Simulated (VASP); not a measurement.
CdHClO, 8 atoms in the cell. The cell holds an amorphous packing of atoms, 8 atoms: a = 5.187 Å, b = 4.195 Å, c = 6.108 Å, α = 86.10°, β = 80.50°, γ = 74.56°. 

* Program: VASP 6.6.1
* Task: single point
* Functional: LDA
* Potentials or basis: VASP PAW LDA potentials, release 64 (Cd, O, Cl, H)
* Cutoff: 520 eV
* k mesh: 3 × 4 × 3
* Occupations: fermi-dirac, width 0.05 eV
* Spin: no spin polarisation
* Dipole correction: no
* Further INCAR settings: ALGO = Normal; EDIFF = 1e-06; NBANDS = 36

Potentials or basis: VASP PAW LDA potentials, release 64 (Cd, O, Cl, H).

Run with:

```bash
$ cat potpaw_LDA.64/Cd/POTCAR potpaw_LDA.64/O/POTCAR potpaw_LDA.64/Cl/POTCAR potpaw_LDA.64/H/POTCAR > POTCAR
$ mpirun -np 1 vasp_std > vasp.out
```

Hardware: 1 thread of Intel(R) Xeon(R) Platinum 8375C CPU @ 2.90GHz (Ice Lake) (shared host).

**Question.** How long does it take, and how much memory?

**Answer.** Wall time 67 s on 1 thread of Intel(R) Xeon(R) Platinum 8375C CPU @ 2.90GHz (Ice Lake) (shared host), peak memory 0.24 GiB. Counts: scf iterations 17, k points 19.
